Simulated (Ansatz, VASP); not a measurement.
# Bi2Se3 in VASP and in Ansatz

Contents of INCAR:

```
SYSTEM = Bi2Se3
ALGO = Normal
EDIFF = 1E-6
ENCUT = 520
GGA = PE
ISIF = 2
ISMEAR = 0
IVDW = 12
LASPH = .TRUE.
LCHARG = .FALSE.
LREAL = .FALSE.
LWAVE = .FALSE.
NBANDS = 32
NELM = 60
PREC = Accurate
SIGMA = 0.1
```

Contents of KPOINTS:

```
k-points
0
G
  6 6 6
  0 0 0
```

Contents of POSCAR:

```
Bi2Se3
1.0
    2.0664066107      1.1930404130      9.5924512478
   -2.0664066107      1.1930404130      9.5924512478
    0.0000000000     -2.3860808258      9.5924512478
Bi Se
2 3
Direct
    0.3990000000      0.3990000000      0.3990000000
    0.6010000000      0.6010000000      0.6010000000
    0.0000000000      0.0000000000      0.0000000000
    0.2080000000      0.2080000000      0.2080000000
    0.7920000000      0.7920000000      0.7920000000
```

Input for Ansatz:

```yaml
crystal:
  lattice:
    - [2.0664066107, 1.193040413, 9.5924512478]
    - [-2.0664066107, 1.193040413, 9.5924512478]
    - [0.0, -2.3860808258, 9.5924512478]
  atoms:
    - { symbol: Bi, position: [0.399, 0.399, 0.399] }
    - { symbol: Bi, position: [0.601, 0.601, 0.601] }
    - { symbol: Se, position: [0.0, 0.0, 0.0] }
    - { symbol: Se, position: [0.208, 0.208, 0.208] }
    - { symbol: Se, position: [0.792, 0.792, 0.792] }
basis:
  ecutwfc: 420
kpoints:
  mp_grid: { grid: [6, 6, 6] }
hamiltonian:
  xc: pbe
  dispersion: d3bj
scf:
  occupations: { method: gaussian, width: 0.1 }
output:
  forces: true
  stress: true
  eigenvalues: true
```

Alike in both runs: task single point; functional PBE; dispersion D3(BJ); k mesh 6 × 6 × 6; occupations gaussian, width 0.1 eV; no spin polarisation.

|  | VASP | Ansatz |
| --- | --- | --- |
| version | VASP 6.6.1 | Ansatz 0.2.0 |
| potentials or method | VASP PAW PBE potentials, release 64 (Bi_d, Se), cutoff 520 eV | scalar-relativistic, plane waves, PAW |
| valence electrons in the cell | 48 | 78 |

|  | VASP | Ansatz | Ansatz less VASP |
| --- | --- | --- | --- |
| gap on the k mesh at the Fermi level (eV) | 0.18 | 0.18 | +0.002 |
| least direct gap on the mesh (eV) | 0.18 | 0.18 | +0.002 |
| pressure (GPa) | -1.7 | -1.7 | -0.02 |
| traceless stress, the component that is largest in VASP (GPa) | -0.95 | -0.96 | -0.007 |
| rms of the force components (eV/Å) | 0.455 | 0.459 | +0.0036 |

Atom by atom the forces differ by 0.004 eV/Å (rms over components). VASP's potentials hold 48 valence electrons a cell and Ansatz's 78, so a difference there can come from the potentials and not from the codes.

Neither program's run includes spin-orbit coupling.
